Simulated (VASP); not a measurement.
# SrTiO3 (Tausonite) (Pm-3m) in VASP: further runs

The runs below take SrTiO3 (Tausonite) through single point, with r2SCAN.

All numbers are computed with VASP 6.6.1; they aren't measurements. Logs are shortened: lines on timing, memory, paths and dates and some standing lists are left out, and cuts for length are marked.

### 1 The cell of the first run

It takes space group Pm-3m (No. 221, cubic). Conventional cell: a = 3.946 Å, b = 3.946 Å, c = 3.946 Å, α = 90.00°, β = 90.00°, γ = 90.00°. Sr (site symmetry m-3m) has 12 O at 2.79 Å and 8 Ti at 3.42 Å within 3.7 Å. Ti (site symmetry m-3m) has 6 O at 1.97 Å within 2.6 Å. Within 2.6 Å of O (site symmetry 4/mmm) lie 2 Ti at 1.97 Å.

### 2 Single point, r2SCAN (volume changed by +3%)

Contents of POSCAR:

```
SrTiO3
1.0
    3.9455357141      0.0000000000      0.0000000000
    0.0000000000      3.9455357141      0.0000000000
    0.0000000000      0.0000000000      3.9455357141
Sr Ti O
1 1 3
Direct
    0.5000000000      0.5000000000      0.5000000000
    0.0000000000      0.0000000000      0.0000000000
    0.5000000000      0.0000000000      0.0000000000
    0.0000000000      0.5000000000      0.0000000000
    0.0000000000      0.0000000000      0.5000000000
```

Contents of INCAR.step1:

```
SYSTEM = SrTiO3
  ALGO = Normal
  EDIFF = 1E-4
  ENCUT = 520
  GGA = PE
  ISMEAR = 0
  LASPH = .TRUE.
  LCHARG = .FALSE.
  LREAL = .FALSE.
  LWAVE = .TRUE.
  NBANDS = 28
  NELM = 100
  PREC = Accurate
  SIGMA = 0.01
```

Contents of INCAR.step2:

```
SYSTEM = SrTiO3
  ALGO = Normal
  EDIFF = 1E-6
  ENCUT = 520
  ISIF = 2
  ISMEAR = 0
  ISTART = 1
  LASPH = .TRUE.
  LCHARG = .FALSE.
  LMIXTAU = .TRUE.
  LREAL = .FALSE.
  LWAVE = .FALSE.
  METAGGA = R2SCAN
  NBANDS = 28
  NELM = 100
  PREC = Accurate
  SIGMA = 0.01
```

Contents of KPOINTS:

```
k-points
0
G
  6 6 6
  0 0 0
```

Potentials or basis: VASP PAW PBE potentials, release 64 (Sr_sv, Ti_sv, O).

Launch:

```sh
cat potpaw_PBE.64/Sr_sv/POTCAR potpaw_PBE.64/Ti_sv/POTCAR potpaw_PBE.64/O/POTCAR > POTCAR
cp INCAR.step1 INCAR
mpirun -np 1 vasp_std > vasp.out
cp INCAR.step2 INCAR
mpirun -np 1 vasp_std > vasp.out
```

OUTCAR:

```text
SYSTEM = SrTiO3
   EDIFF = 1E-6
   ENCUT = 520
   ISIF = 2
   ISMEAR = 0
   ISTART = 1
   LASPH = .TRUE.
   LREAL = .FALSE.
   METAGGA = R2SCAN
   NELM = 100
   PREC = Accurate

 ion  position               nearest neighbor table
   1  0.500  0.500  0.500-   3 2.79   4 2.79   5 2.79   3 2.79   4 2.79   3 2.79   5 2.79   3 2.79
                             4 2.79   5 2.79   4 2.79   5 2.79   2 3.42   2 3.42   2 3.42   2 3.42
   2  0.000  0.000  0.000-   3 1.97   4 1.97   5 1.97   5 1.97   4 1.97   3 1.97   1 3.42   1 3.42
                             1 3.42   1 3.42   1 3.42   1 3.42   1 3.42   1 3.42
   3  0.500  0.000  0.000-   2 1.97   2 1.97   1 2.79   1 2.79   1 2.79   1 2.79
   4  0.000  0.500  0.000-   2 1.97   2 1.97   1 2.79   1 2.79   1 2.79   1 2.79
   5  0.000  0.000  0.500-   2 1.97   2 1.97   1 2.79   1 2.79   1 2.79   1 2.79

  LATTYP: Found a simple cubic cell.
 ALAT       =     3.9455357141

  Lattice vectors:

 A1 = (   3.9455357141,   0.0000000000,   0.0000000000)
 A2 = (   0.0000000000,   3.9455357141,   0.0000000000)
 A3 = (   0.0000000000,   0.0000000000,   3.9455357141)

Analysis of symmetry for initial positions (statically):
=====================================================================
 Subroutine PRICEL returns:
 Original cell was already a primitive cell.

 Routine SETGRP: Setting up the symmetry group for a
 simple cubic supercell.

 Subroutine GETGRP returns: Found 48 space group operations
 (whereof 48 operations were pure point group operations)
 out of a pool of 48 trial point group operations.

The static configuration has the point symmetry O_h .

Analysis of symmetry for dynamics (positions and initial velocities):
=====================================================================
 Subroutine PRICEL returns:
 Original cell was already a primitive cell.

 Routine SETGRP: Setting up the symmetry group for a
 simple cubic supercell.

 Subroutine GETGRP returns: Found 48 space group operations
 (whereof 48 operations were pure point group operations)
 out of a pool of 48 trial point group operations.

The dynamic configuration has the point symmetry O_h .

 Subroutine INISYM returns: Found 48 space group operations
 (whereof 48 operations are pure point group operations),
 and found     1 'primitive' translations

----------------------------------------------------------------------------------------

                                     Primitive cell

  volume of cell :      61.4211

  direct lattice vectors                    reciprocal lattice vectors
     3.945535714  0.000000000  0.000000000     0.253451007  0.000000000  0.000000000
     0.000000000  3.945535714  0.000000000     0.000000000  0.253451007  0.000000000
     0.000000000  0.000000000  3.945535714     0.000000000  0.000000000  0.253451007

  length of vectors
     3.945535714  3.945535714  3.945535714     0.253451007  0.253451007  0.253451007

  position of ions in fractional coordinates (direct lattice)
     0.500000000  0.500000000  0.500000000
     0.000000000  0.000000000  0.000000000
     0.500000000  0.000000000  0.000000000
     0.000000000  0.500000000  0.000000000
     0.000000000  0.000000000  0.500000000

  ion indices of the primitive-cell ions
   primitive index   ion index
                 1           1
                 2           2
                 3           3
                 4           4
                 5           5

----------------------------------------------------------------------------------------

 KPOINTS: k-points

Automatic generation of k-mesh.
 Grid dimensions read from file:
 generate k-points for:    6    6    6

 Generating k-lattice:

  Cartesian coordinates                     Fractional coordinates (reciprocal lattice)
     0.042241835  0.000000000  0.000000000     0.166666667  0.000000000  0.000000000
     0.000000000  0.042241835  0.000000000     0.000000000  0.166666667  0.000000000
     0.000000000  0.000000000  0.042241835     0.000000000  0.000000000  0.166666667

  Length of vectors
     0.042241835  0.042241835  0.042241835

  Shift w.r.t. Gamma in fractional coordinates (k-lattice)
     0.000000000  0.000000000  0.000000000

 Subroutine IBZKPT returns following result:
 ===========================================

 Found     20 irreducible k-points:

 Following reciprocal coordinates:
            Coordinates               Weight
  0.000000  0.000000  0.000000      1.000000
  0.166667  0.000000  0.000000      6.000000
  0.333333  0.000000  0.000000      6.000000
  0.500000  0.000000  0.000000      3.000000
  0.166667  0.166667  0.000000     12.000000
  0.333333  0.166667  0.000000     24.000000
[... 12 lines left out ...]
  0.500000  0.500000  0.333333      6.000000
  0.500000  0.500000  0.500000      1.000000
   k-points           NKPTS =     20   k-points in BZ     NKDIM =     20   number of bands    NBANDS=     28
   number of dos      NEDOS =    301   number of ions     NIONS =      5
   total plane-waves  NPLWV =  27000
   dimension x,y,z NGX =    30 NGY =   30 NGZ =   30
   dimension x,y,z NGXF=    60 NGYF=   60 NGZF=   60
   ions per type =               1   1   3
   NGX,Y,Z   is equivalent  to a cutoff of  12.64, 12.64, 12.64 a.u.
   NGXF,Y,Z  is equivalent  to a cutoff of  25.28, 25.28, 25.28 a.u.
 SYSTEM =  SrTiO3
   PREC   = accura    normal or accurate (medium, high low for compatibility)
   ISTART =      1    job   : 0-new  1-cont  2-samecut
   ICHARG =      0    charge: 1-file 2-atom 10-const
   ISPIN  =      1    spin polarized calculation?
   LNONCOLLINEAR =      F non collinear calculations
   LSORBIT =      F    spin-orbit coupling
   LASPH  =      T    aspherical Exc in radial PAW
   ENCUT  =  520.0 eV  38.22 Ry    6.18 a.u.   7.34  7.34  7.34*2*pi/ulx,y,z
   NELM   =    100;   NELMIN=  2; NELMDL=  0     # of ELM steps
   EDIFF  = 0.1E-05   stopping-criterion for ELM
   LREAL  =      F    real-space projection
   EDIFFG = 0.1E-04   stopping-criterion for IOM
   NSW    =      0    number of steps for IOM
   IBRION =     -1    ionic relax: 0-MD 1-quasi-New 2-CG
   NFREE  =      0    steps in history (QN), initial steepest desc. (CG)
   ISIF   =      2    stress and relaxation
   ISYM   =      2    0-nonsym 1-usesym 2-fastsym
   POTIM  = 0.5000    time-step for ionic-motion
   TEBEG  =    0.0;   TEEND  =   0.0 temperature during run
   PSTRESS=    0.0 pullay stress
   NELECT =      40.0000    total number of electrons
   NUPDOWN=      -1.0000    fix difference up-down
   EMIN   =  10.00;   EMAX   =-10.00  energy-range for DOS
   EFERMI =   0.00;   METHOD = LEGACY
   ISMEAR =     0;   SIGMA  =   0.01  broadening in eV -4-tet -1-fermi 0-gaus
   EFERMI_NEDOS =   21; number of points for ismear=-14 and -15
   IALGO  =     38    algorithm
   IMIX   =      4    mixing-type and parameters
     AMIX     =   0.40;   BMIX     =  1.00
     AMIX_MAG =   1.60;   BMIX_MAG =  1.00
  volume/ion in A,a.u.               =      12.28        82.90
  Fermi-wavevector in a.u.,A,eV,Ry     =   1.419021  2.681561 27.396975  2.013621
  Thomas-Fermi vector in A             =   2.540085
   LORBIT       =      0    0 simple, 1 ext, 2 COOP (PROOUT), +10 PAW based schemes
   METAGGA = R2SCAN    functional components
   LHFCALC =     F    Hartree Fock is set to
   AEXX    =    0.0000 exact exchange contribution
   IVDW    =     0    specifies the selected vdW correction
   LEPSILON=     F    determine dielectric tensor
   LRPA    =     F    only Hartree local field effects (RPA)
 non-spin polarized calculation
 Gauss-broadening in eV      SIGMA  =   0.01
  energy-cutoff  :      520.00
  volume of cell :       61.42
 maximum number of plane-waves:      1675
 NGX is ok and might be reduce to    30
   NGX = 15   NGY = 15   NGZ = 15

 number of electron      39.9999987 magnetization

 Free energy of the ion-electron system (eV)
  ---------------------------------------------------
  ext. energy  EPLUGINS =         0.00000000
  ---------------------------------------------------
  free energy    TOTEN  =       -63.31130943 eV

  energy without entropy =      -63.31130943  energy(sigma->0) =      -63.31130943

 E-fermi :   3.7797     XC(G=0): -11.7581

 val. band max:        3.5990093541   @ k =   0.5000   0.5000   0.5000
 cond. band min:       5.8048566220   @ k =   0.0000   0.0000   0.0000
 fundamental gap:      2.2058472679
 Fermi energy:         3.7797349811

 k-point     1 :       0.0000    0.0000    0.0000
  band No.  band energies     occupation
      1     -55.2167      2.00000
      2     -30.3925      2.00000
      3     -30.3925      2.00000
      4     -30.3925      2.00000
      5     -30.3693      2.00000
      6     -14.7073      2.00000
[... 20 lines left out ...]
     27       9.5350      0.00000
     28      10.3898      0.00000

 k-point     2 :       0.1667    0.0000    0.0000
  band No.  band energies     occupation
      1     -55.2163      2.00000
      2     -30.4416      2.00000
      3     -30.3919      2.00000
      4     -30.3919      2.00000
      5     -30.3323      2.00000
      6     -14.7065      2.00000
[... 20 lines left out ...]
     27       9.9893      0.00000
     28      11.0259      0.00000

 k-point     3 :       0.3333    0.0000    0.0000
  band No.  band energies     occupation
      1     -55.2156      2.00000
      2     -30.4956      2.00000
      3     -30.3907      2.00000
      4     -30.3907      2.00000
      5     -30.3022      2.00000
      6     -14.7848      2.00000
[... 20 lines left out ...]
     27      10.9611      0.00000
     28      12.2701      0.00000

 k-point     4 :       0.5000    0.0000    0.0000
  band No.  band energies     occupation
      1     -55.2153      2.00000
      2     -30.5182      2.00000
      3     -30.3901      2.00000
      4     -30.3900      2.00000
      5     -30.2914      2.00000
      6     -14.8458      2.00000
[... 20 lines left out ...]
     27      11.5333      0.00000
     28      12.1950      0.00000

 k-point     5 :       0.1667    0.1667    0.0000
  band No.  band energies     occupation
      1     -55.2160      2.00000
      2     -30.4500      2.00000
      3     -30.4092      2.00000
      4     -30.3913      2.00000
      5     -30.3185      2.00000
      6     -14.6653      2.00000
[... 20 lines left out ...]
     27      10.4102      0.00000
     28      11.4256      0.00000

 k-point     6 :       0.3333    0.1667    0.0000
  band No.  band energies     occupation
      1     -55.2153      2.00000
      2     -30.4861      2.00000
      3     -30.4107      2.00000
      4     -30.3901      2.00000
      5     -30.3042      2.00000
      6     -14.6691      2.00000
[... 339 lines left out ...]
      5     -30.3179      2.00000
      6     -14.0449      2.00000
[... 20 lines left out ...]
     27      11.9917      0.00000
     28      11.9917      0.00000

 k-point    18 :       0.5000    0.3333    0.3333
  band No.  band energies     occupation
      1     -55.2132      2.00000
      2     -30.4618      2.00000
      3     -30.4399      2.00000
      4     -30.4395      2.00000
      5     -30.3207      2.00000
      6     -13.8997      2.00000
[... 20 lines left out ...]
     27      11.8991      0.00000
     28      11.9476      0.00000

 k-point    19 :       0.5000    0.5000    0.3333
  band No.  band energies     occupation
      1     -55.2128      2.00000
      2     -30.4566      2.00000
      3     -30.4566      2.00000
      4     -30.4390      2.00000
      5     -30.3213      2.00000
      6     -13.6327      2.00000
[... 20 lines left out ...]
     27      11.6547      0.00000
     28      12.0673      0.00000

 k-point    20 :       0.5000    0.5000    0.5000
  band No.  band energies     occupation
      1     -55.2124      2.00000
      2     -30.4559      2.00000
      3     -30.4559      2.00000
      4     -30.4559      2.00000
      5     -30.3174      2.00000
      6     -13.4630      2.00000
[... 20 lines left out ...]
     27      12.0675      0.00000
     28      12.0675      0.00000

------------------------ aborting loop because EDIFF is reached ----------------------------------------

  FORCE on cell =-STRESS in cart. coord.  units (eV):
  Direction    XX          YY          ZZ          XY          YZ          ZX
  --------------------------------------------------------------------------------------
  -------------------------------------------------------------------------------------
  Total       -1.6871208     -1.6871208     -1.6871208      0.0000000      0.0000000     -0.0000000
  in kB      -44.0087297    -44.0087297    -44.0087297      0.0000000      0.0000000     -0.0000000
  external PRESSURE =     -44.0087297 kB  Pullay stress =       0.0000000 kB

 VOLUME and BASIS-vectors are now :
 -----------------------------------------------------------------------------
  energy-cutoff  :      520.00
  volume of cell :       61.42
      direct lattice vectors                 reciprocal lattice vectors
     3.945535714  0.000000000  0.000000000     0.253451007  0.000000000  0.000000000
     0.000000000  3.945535714  0.000000000     0.000000000  0.253451007  0.000000000
     0.000000000  0.000000000  3.945535714     0.000000000  0.000000000  0.253451007

 POSITION                                       TOTAL-FORCE (eV/Angst)
 -----------------------------------------------------------------------------------
      1.97277      1.97277      1.97277         0.000000      0.000000      0.000000
      0.00000      0.00000      0.00000         0.000000      0.000000      0.000000
      1.97277      0.00000      0.00000         0.000000      0.000000      0.000000
      0.00000      1.97277      0.00000         0.000000      0.000000      0.000000
      0.00000      0.00000      1.97277         0.000000      0.000000      0.000000
 -----------------------------------------------------------------------------------
    total drift:                                0.000000     -0.000000      0.000000

  FREE ENERGIE OF THE ION-ELECTRON SYSTEM (eV)
  ---------------------------------------------------
  free  energy   TOTEN  =       -63.3113094257 eV

  energy  without entropy=      -63.3113094257  energy(sigma->0) =      -63.31130943
```

Wall time 2.2 min (1 thread of Intel Xeon 6975P-C (Granite Rapids), shared host); peak memory 0.18 GiB.

What came out:

| Quantity | Value |
| --- | --- |
| Free energy | -63.3113 eV |
| Pressure | -4.4 GPa |
| Band gap on the k mesh | 2.21 eV, indirect (least direct gap 2.60 eV) |

Caveat: the PAW data sets were made with another functional, which shifts forces and pressure a little. A k mesh can miss the band edges.

### 3 Single point, r2SCAN (volume changed by +6%)

Edit POSCAR of step 2 so:

```diff
@@ -2,5 +2,5 @@
 1.0
-    3.9455357141      0.0000000000      0.0000000000
-    0.0000000000      3.9455357141      0.0000000000
-    0.0000000000      0.0000000000      3.9455357141
+    3.9834758849      0.0000000000      0.0000000000
+    0.0000000000      3.9834758849      0.0000000000
+    0.0000000000      0.0000000000      3.9834758849
 Sr Ti O
```

Contents of INCAR.step1:

```
SYSTEM = SrTiO3
ALGO     = Normal         ! electronic algorithm
EDIFF    = 1E-4           ! SCF threshold, eV
ENCUT    = 520            ! plane-wave cutoff, eV
GGA      = PE             ! functional
ISMEAR   = 0              ! smearing method
LASPH    = .TRUE.         ! aspherical terms in the spheres
LCHARG   = .FALSE.        ! write CHGCAR
LREAL    = .FALSE.        ! projectors in reciprocal space
LWAVE    = .TRUE.         ! write WAVECAR
NBANDS   = 28             ! bands
NELM     = 80             ! most SCF steps
PREC     = Accurate       ! precision mode
SIGMA    = 0.01           ! smearing width, eV
```

Contents of INCAR.step2:

```
SYSTEM = SrTiO3
ALGO     = Normal         ! electronic algorithm
EDIFF    = 1E-6           ! SCF threshold, eV
ENCUT    = 520            ! plane-wave cutoff, eV
ISIF     = 2              ! what is computed and relaxed
ISMEAR   = 0              ! smearing method
ISTART   = 1            
LASPH    = .TRUE.         ! aspherical terms in the spheres
LCHARG   = .TRUE.         ! write CHGCAR
LELF     = .TRUE.         ! ELF
LMIXTAU  = .TRUE.       
LREAL    = .FALSE.        ! projectors in reciprocal space
LVHAR    = .TRUE.       
LWAVE    = .FALSE.        ! write WAVECAR
METAGGA  = R2SCAN         ! meta-GGA
NBANDS   = 28             ! bands
NELM     = 80             ! most SCF steps
PREC     = Accurate       ! precision mode
SIGMA    = 0.01           ! smearing width, eV
```

KPOINTS is that of step 2.

Potentials or basis: VASP PAW PBE potentials, release 64 (Sr_sv, Ti_sv, O).

Launch:

```sh
cat potpaw_PBE.64/Sr_sv/POTCAR potpaw_PBE.64/Ti_sv/POTCAR potpaw_PBE.64/O/POTCAR > POTCAR
cp INCAR.step1 INCAR
mpirun -np 1 vasp_std > vasp.out
cp INCAR.step2 INCAR
mpirun -np 1 vasp_std > vasp.out
```

It took 1.9 min on 1 thread of Intel Xeon 6975P-C (Granite Rapids), shared host; peak memory 0.19 GiB.

The run converged. Its results:

```
Free energy            : -63.2385 eV
Pressure               : -8.9 GPa
Band gap on the k mesh : 2.14 eV, indirect (least direct gap 2.55 eV)
```

Levels at points of the mesh, in eV from the valence-band top:
| k point | band 17 | band 18 | band 19 | band 20 | band 21 | band 22 | band 23 | band 24 |
| --- | --- | --- | --- | --- | --- | --- | --- | --- |
| (0.00, 0.00, 0.00) | -1.12 | -0.41 | -0.41 | -0.41 | 2.14 | 2.14 | 2.14 | 4.16 |
| (0.50, 0.00, 0.00) | -2.22 | -1.83 | -0.77 | -0.77 | 2.28 | 3.85 | 3.85 | 4.17 |
| (0.50, 0.50, 0.00) | -1.82 | -1.54 | -1.54 | -0.08 | 3.86 | 3.86 | 4.31 | 5.11 |
| (0.50, 0.50, 0.50) | -3.62 | 0.00 | 0.00 | 0.00 | 4.49 | 4.49 | 4.49 | 7.39 |

Caveat: the PAW data sets were made with another functional, which shifts forces and pressure a little. A k mesh can miss the band edges.
